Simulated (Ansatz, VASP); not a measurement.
## Na in VASP and in Ansatz

```
Na
1.0
     3.74500    0.00000    0.00000
    -1.87250    3.24326    0.00000
     0.00000    0.00000    6.10304
Na
2
Direct
  0.27104 0.66667 0.22472
  0.72896 0.33333 0.77528
```

Change from the starting cell: mode 4 frozen in at -0.233 Å and mode 6 at -0.154 Å (largest displacements).

Alike in both runs: task single point; functional PBE; k mesh 15 × 15 × 8; occupations gaussian, width 0.15 eV; no spin polarisation.

|  | VASP | Ansatz |
| --- | --- | --- |
| version | VASP 6.6.1 | Ansatz 0.2.0 |
| potentials or method | VASP PAW PBE potentials, release 64 (Na_pv), cutoff 520 eV | scalar-relativistic, plane waves, PAW |
| valence electrons in the cell | 14 | 18 |

```csv
,VASP,Ansatz,Ansatz less VASP
gap on the k mesh at the Fermi level (eV),none,none,-
pressure (GPa),0.2,0.2,-0.01
"traceless stress, the component that is largest in VASP (GPa)",0.38,0.38,0.000
rms of the force components (eV/Å),0.145,0.145,-0.0004
```

Atom by atom the forces differ by 0.000 eV/Å (rms over components). A gap of «none» marks a metal or a gap that the smearing closes. VASP's potentials hold 14 valence electrons a cell and Ansatz's 18, so a difference there can come from the potentials and not from the codes.
